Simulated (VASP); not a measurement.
# WSe2 (P6_3/mmc) in VASP: notebook

The runs below take WSe2 through single point, with r2SCAN.

All numbers are computed with VASP 6.6.1; they aren't measurements. Logs are shortened: lines on timing, memory, paths and dates and some standing lists are left out, and cuts for length are marked.

**What was measured.**

From “Time-resolved XUV ARPES with tunable 24–33 eV laser pulses at 30 meV resolution”, 2019, pmc:6684652, for a bulk crystal of WSe2: band gap 1.3 eV (indirect).

How close the calculation comes is told below.

## Step 1: The cell of the first run

It takes space group P6_3/mmc (No. 194, hexagonal). Conventional cell: a = 3.315 Å, b = 3.315 Å, c = 13.713 Å, α = 90.00°, β = 90.00°, γ = 120.00°. Within 3.4 Å of W (site symmetry -6m2) lie 6 Se at 2.53 Å and 6 W at 3.32 Å. Within 3.4 Å of Se (site symmetry 3m) lie 3 W at 2.53 Å and 7 Se at 3.32 Å.

## Step 2: Single point, r2SCAN

Contents of POSCAR:

```
WSe2
1.0
    3.3152289721      0.0000000000      0.0000000000
   -1.6576144860      2.8710725092      0.0000000000
    0.0000000000      0.0000000000     13.7125020895
W Se
2 4
Direct
    0.3333333333      0.6666666667      0.2500000000
    0.6666666667      0.3333333333      0.7500000000
    0.3333333333      0.6666666667      0.6288316839
    0.6666666667      0.3333333333      0.1288316839
    0.3333333333      0.6666666667      0.8711683161
    0.6666666667      0.3333333333      0.3711683161
```

Contents of INCAR.step1:

```
ALGO     = Normal         # electronic algorithm
EDIFF    = 1E-4           # SCF threshold, eV
ENCUT    = 520            # plane-wave cutoff, eV
GGA      = PE             # functional
ISMEAR   = 0              # smearing method
LASPH    = T              # aspherical terms in the spheres
LCHARG   = F              # write CHGCAR
LREAL    = F              # projectors in reciprocal space
LWAVE    = T              # write WAVECAR
NBANDS   = 35             # bands
NELM     = 100            # most SCF steps
PREC     = Accurate       # precision mode
SIGMA    = 0.02           # smearing width, eV
```

Contents of INCAR.step2:

```
ALGO     = Normal         # electronic algorithm
EDIFF    = 1E-6           # SCF threshold, eV
ENCUT    = 520            # plane-wave cutoff, eV
ISIF     = 2              # what is computed and relaxed
ISMEAR   = 0              # smearing method
ISTART   = 1            
LASPH    = T              # aspherical terms in the spheres
LCHARG   = F              # write CHGCAR
LMIXTAU  = T            
LREAL    = F              # projectors in reciprocal space
LWAVE    = F              # write WAVECAR
METAGGA  = R2SCAN         # meta-GGA
NBANDS   = 35             # bands
NELM     = 100            # most SCF steps
PREC     = Accurate       # precision mode
SIGMA    = 0.02           # smearing width, eV
```

Contents of KPOINTS:

```
k-points
0
Gamma
  12 12 2
```

Potentials or basis: VASP PAW PBE potentials, release 64 (W_sv, Se).

Run with:

```console
$ cat potpaw_PBE.64/W_sv/POTCAR potpaw_PBE.64/Se/POTCAR > POTCAR
$ cp INCAR.step1 INCAR
$ mpirun -np 1 vasp_std > vasp.out
$ cp INCAR.step2 INCAR
$ mpirun -np 1 vasp_std > vasp.out
```

OUTCAR:

```text
EDIFF = 1E-6
   ENCUT = 520
   ISIF = 2
   ISMEAR = 0
   ISTART = 1
   LASPH = T
   LREAL = F
   METAGGA = R2SCAN
   NELM = 100
   PREC = Accurate

 ion  position               nearest neighbor table
   1  0.333  0.667  0.250-   4 2.53   6 2.53   4 2.53   6 2.53   4 2.53   6 2.53
   2  0.667  0.333  0.750-   3 2.53   5 2.53   3 2.53   5 2.53   3 2.53   5 2.53
   3  0.333  0.667  0.629-   2 2.53   2 2.53   2 2.53
   4  0.667  0.333  0.129-   1 2.53   1 2.53   1 2.53
   5  0.333  0.667  0.871-   2 2.53   2 2.53   2 2.53
   6  0.667  0.333  0.371-   1 2.53   1 2.53   1 2.53

  LATTYP: Found a hexagonal cell.
 ALAT       =     3.3152289721
 C/A-ratio  =     4.1362156897

  Lattice vectors:

 A1 = (   3.3152289721,   0.0000000000,   0.0000000000)
 A2 = (  -1.6576144860,   2.8710725092,   0.0000000000)
 A3 = (   0.0000000000,   0.0000000000,  13.7125020895)

Analysis of symmetry for initial positions (statically):
=====================================================================
 Subroutine PRICEL returns:
 Original cell was already a primitive cell.

 Routine SETGRP: Setting up the symmetry group for a
 hexagonal supercell.

 Subroutine GETGRP returns: Found 24 space group operations
 (whereof 12 operations were pure point group operations)
 out of a pool of 24 trial point group operations.

The static configuration has the point symmetry D_3d.
 The point group associated with its full space group is D_6h.

Analysis of symmetry for dynamics (positions and initial velocities):
=====================================================================
 Subroutine PRICEL returns:
 Original cell was already a primitive cell.

 Routine SETGRP: Setting up the symmetry group for a
 hexagonal supercell.

 Subroutine GETGRP returns: Found 24 space group operations
 (whereof 12 operations were pure point group operations)
 out of a pool of 24 trial point group operations.

The dynamic configuration has the point symmetry D_3d.
 The point group associated with its full space group is D_6h.

 Subroutine INISYM returns: Found 24 space group operations
 (whereof 12 operations are pure point group operations),
 and found     1 'primitive' translations

----------------------------------------------------------------------------------------

                                     Primitive cell

  volume of cell :     130.5192

  direct lattice vectors                    reciprocal lattice vectors
     3.315228972  0.000000000  0.000000000     0.301638291  0.174150948  0.000000000
    -1.657614486  2.871072509  0.000000000     0.000000000  0.348301897  0.000000000
     0.000000000  0.000000000 13.712502089     0.000000000  0.000000000  0.072926151

  length of vectors
     3.315228972  3.315228972 13.712502089     0.348301897  0.348301897  0.072926151

  position of ions in fractional coordinates (direct lattice)
     0.333333333  0.666666667  0.250000000
     0.666666667  0.333333333  0.750000000
     0.333333333  0.666666667  0.628831684
     0.666666667  0.333333333  0.128831684
     0.333333333  0.666666667  0.871168316
     0.666666667  0.333333333  0.371168316

  ion indices of the primitive-cell ions
   primitive index   ion index
                 1           1
                 2           2
                 3           3
                 4           4
                 5           5
                 6           6

----------------------------------------------------------------------------------------

 KPOINTS: k-points

Automatic generation of k-mesh.
 Grid dimensions read from file:
 generate k-points for:   12   12    2

 Generating k-lattice:

  Cartesian coordinates                     Fractional coordinates (reciprocal lattice)
     0.025136524  0.014512579  0.000000000     0.083333333  0.000000000  0.000000000
     0.000000000  0.029025158  0.000000000     0.000000000  0.083333333  0.000000000
     0.000000000  0.000000000  0.036463076     0.000000000  0.000000000  0.500000000

  Length of vectors
     0.029025158  0.029025158  0.036463076

  Shift w.r.t. Gamma in fractional coordinates (k-lattice)
     0.000000000  0.000000000  0.000000000

 Subroutine IBZKPT returns following result:
 ===========================================

 Found     38 irreducible k-points:

 Following reciprocal coordinates:
            Coordinates               Weight
  0.000000  0.000000  0.000000      1.000000
  0.083333  0.000000  0.000000      6.000000
  0.166667  0.000000  0.000000      6.000000
  0.250000  0.000000  0.000000      6.000000
  0.333333  0.000000  0.000000      6.000000
  0.416667 -0.000000  0.000000      6.000000
[... 16 lines left out ...]
  0.250000  0.000000  0.500000      6.000000
  0.333333  0.000000  0.500000      6.000000
 [... further k-points ...]
   k-points           NKPTS =     38   k-points in BZ     NKDIM =     38   number of bands    NBANDS=     35
   number of dos      NEDOS =    301   number of ions     NIONS =      6
   total plane-waves  NPLWV =  84672
   dimension x,y,z NGX =    28 NGY =   28 NGZ =  108
   dimension x,y,z NGXF=    56 NGYF=   56 NGZF=  216
   ions per type =               2   4
   NGX,Y,Z   is equivalent  to a cutoff of  14.04, 14.04, 13.09 a.u.
   NGXF,Y,Z  is equivalent  to a cutoff of  28.08, 28.08, 26.19 a.u.
 SYSTEM =  unknown system
   PREC   = accura    normal or accurate (medium, high low for compatibility)
   ISTART =      1    job   : 0-new  1-cont  2-samecut
   ICHARG =      0    charge: 1-file 2-atom 10-const
   ISPIN  =      1    spin polarized calculation?
   LNONCOLLINEAR =      F non collinear calculations
   LSORBIT =      F    spin-orbit coupling
   LASPH  =      T    aspherical Exc in radial PAW
   ENCUT  =  520.0 eV  38.22 Ry    6.18 a.u.   6.16  6.16 25.50*2*pi/ulx,y,z
   NELM   =    100;   NELMIN=  2; NELMDL=  0     # of ELM steps
   EDIFF  = 0.1E-05   stopping-criterion for ELM
   LREAL  =      F    real-space projection
   EDIFFG = 0.1E-04   stopping-criterion for IOM
   NSW    =      0    number of steps for IOM
   IBRION =     -1    ionic relax: 0-MD 1-quasi-New 2-CG
   NFREE  =      0    steps in history (QN), initial steepest desc. (CG)
   ISIF   =      2    stress and relaxation
   ISYM   =      2    0-nonsym 1-usesym 2-fastsym
   POTIM  = 0.5000    time-step for ionic-motion
   TEBEG  =    0.0;   TEEND  =   0.0 temperature during run
   PSTRESS=    0.0 pullay stress
   NELECT =      52.0000    total number of electrons
   NUPDOWN=      -1.0000    fix difference up-down
   EMIN   =  10.00;   EMAX   =-10.00  energy-range for DOS
   EFERMI =   0.00;   METHOD = LEGACY
   ISMEAR =     0;   SIGMA  =   0.02  broadening in eV -4-tet -1-fermi 0-gaus
   EFERMI_NEDOS =   21; number of points for ismear=-14 and -15
   IALGO  =     38    algorithm
   IMIX   =      4    mixing-type and parameters
     AMIX     =   0.40;   BMIX     =  1.00
     AMIX_MAG =   1.60;   BMIX_MAG =  1.00
  volume/ion in A,a.u.               =      21.75       146.80
  Fermi-wavevector in a.u.,A,eV,Ry     =   1.204623  2.276407 19.743639  1.451117
  Thomas-Fermi vector in A             =   2.340343
   LORBIT       =      0    0 simple, 1 ext, 2 COOP (PROOUT), +10 PAW based schemes
   METAGGA = R2SCAN    functional components
   LHFCALC =     F    Hartree Fock is set to
   AEXX    =    0.0000 exact exchange contribution
   IVDW    =     0    specifies the selected vdW correction
   LEPSILON=     F    determine dielectric tensor
   LRPA    =     F    only Hartree local field effects (RPA)
 non-spin polarized calculation
 Gauss-broadening in eV      SIGMA  =   0.02
  energy-cutoff  :      520.00
  volume of cell :      130.52
 maximum number of plane-waves:      3538
 NGX is ok and might be reduce to    28
   NGX = 13   NGY = 13   NGZ = 51

 number of electron      51.9999998 magnetization

 Free energy of the ion-electron system (eV)
  ---------------------------------------------------
  ext. energy  EPLUGINS =         0.00000000
  ---------------------------------------------------
  free energy    TOTEN  =      -163.59334119 eV

  energy without entropy =     -163.59334119  energy(sigma->0) =     -163.59334119

 E-fermi :   5.2945     XC(G=0): -10.9044

 val. band max:        5.2105367308   @ k =   0.0000   0.0000   0.0000
 cond. band min:       6.5511497916   @ k =   0.1667   0.1667   0.0000
 fundamental gap:      1.3406130607
 Fermi energy:         5.2945150906

 k-point     1 :       0.0000    0.0000    0.0000
  band No.  band energies     occupation
      1     -71.0172      2.00000
      2     -71.0172      2.00000
      3     -34.5952      2.00000
      4     -34.5952      2.00000
      5     -34.4928      2.00000
      6     -34.4928      2.00000
[... 27 lines left out ...]
     34       8.2953      0.00000
     35      10.1185      0.00000

 k-point     2 :       0.0833    0.0000    0.0000
  band No.  band energies     occupation
      1     -71.0165      2.00000
      2     -71.0165      2.00000
      3     -34.5921      2.00000
      4     -34.5921      2.00000
      5     -34.5085      2.00000
      6     -34.5085      2.00000
[... 27 lines left out ...]
     34       8.2769      0.00000
     35      10.6957      0.00000

 k-point     3 :       0.1667    0.0000    0.0000
  band No.  band energies     occupation
      1     -71.0145      2.00000
      2     -71.0145      2.00000
      3     -34.5838      2.00000
      4     -34.5838      2.00000
      5     -34.5512      2.00000
      6     -34.5512      2.00000
[... 27 lines left out ...]
     34       8.7260      0.00000
     35      11.5857      0.00000
[... 723 lines left out ...]
 k-point    23 :       0.2500    0.0000    0.5000
  band No.  band energies     occupation
      1     -71.0118      2.00000
      2     -71.0118      2.00000
      3     -34.6089      2.00000
      4     -34.6089      2.00000
      5     -34.5724      2.00000
      6     -34.5724      2.00000
[... 27 lines left out ...]
     34       9.1078      0.00000
     35      12.1246      0.00000

 k-point    24 :       0.3333    0.0000    0.5000
  band No.  band energies     occupation
      1     -71.0092      2.00000
      2     -71.0092      2.00000
      3     -34.6661      2.00000
      4     -34.6661      2.00000
      5     -34.5610      2.00000
      6     -34.5610      2.00000
[... 27 lines left out ...]
     34       9.4080      0.00000
     35      11.4130      0.00000

 [... further k-points ...]
[... 5 lines left out ...]
  --------------------------------------------------------------------------------------
  -------------------------------------------------------------------------------------
  Total        0.2396684      0.2396684      0.2934897      0.0000000     -0.0000000      0.0000000
  in kB        2.9420296      2.9420296      3.6027076      0.0000000     -0.0000000      0.0000000
  external PRESSURE =       3.1622556 kB  Pullay stress =       0.0000000 kB

 VOLUME and BASIS-vectors are now :
 -----------------------------------------------------------------------------
  energy-cutoff  :      520.00
  volume of cell :      130.52
      direct lattice vectors                 reciprocal lattice vectors
     3.315228972  0.000000000  0.000000000     0.301638291  0.174150948  0.000000000
    -1.657614486  2.871072509  0.000000000     0.000000000  0.348301897  0.000000000
     0.000000000  0.000000000 13.712502089     0.000000000  0.000000000  0.072926151

 POSITION                                       TOTAL-FORCE (eV/Angst)
 -----------------------------------------------------------------------------------
     -0.00000      1.91405      3.42813         0.000000      0.000000      0.000000
      1.65761      0.95702     10.28438         0.000000     -0.000000      0.000000
     -0.00000      1.91405      8.62286         0.000000      0.000000     -0.044725
      1.65761      0.95702      1.76660        -0.000000      0.000000     -0.044725
     -0.00000      1.91405     11.94590         0.000000      0.000000      0.044725
      1.65761      0.95702      5.08965        -0.000000     -0.000000      0.044725
 -----------------------------------------------------------------------------------
    total drift:                                0.000000     -0.000000      0.000000

  FREE ENERGIE OF THE ION-ELECTRON SYSTEM (eV)
  ---------------------------------------------------
  free  energy   TOTEN  =      -163.5933411891 eV

  energy  without entropy=     -163.5933411891  energy(sigma->0) =     -163.59334119
```

Run time: 18 min. Hardware: 1 thread of Intel Xeon 8259CL, shared host; peak memory 0.39 GiB.

What came out:

```yaml
Free_energy: -163.5933 eV
Pressure: 0.3 GPa
Largest_force: 0.045 eV/Å
Band_gap_on_the_k_mesh: 1.34 eV (least direct gap 1.58 eV)
```

Forces in eV/Å, atoms in the order of the input:
```
W    0.000  0.000  0.000
W    0.000  0.000  0.000
Se   0.000  0.000 -0.045
Se   0.000  0.000 -0.045
Se   0.000  0.000  0.045
Se   0.000  0.000  0.045
```

Levels at points of the mesh, in eV from the valence-band top:
```tsv
k point	band 23	band 24	band 25	band 26	band 27	band 28	band 29	band 30
(0.00, 0.00, 0.00)	-1.60	-1.49	-0.84	0.00	2.84	2.84	2.87	2.87
(0.50, 0.00, 0.00)	-1.39	-1.30	-1.28	-1.22	2.26	2.29	2.57	2.75
(0.00, 0.00, 0.50)	-1.61	-1.61	-0.24	-0.24	2.85	2.85	2.85	2.85
(0.50, 0.00, 0.50)	-1.33	-1.33	-1.26	-1.26	2.27	2.27	2.67	2.67
```

Caveat: the PAW data sets were made with another functional, which shifts forces and pressure a little; spin-orbit coupling is left out, which moves the levels of the heavy elements.

(Continued in part 2 of 2.)
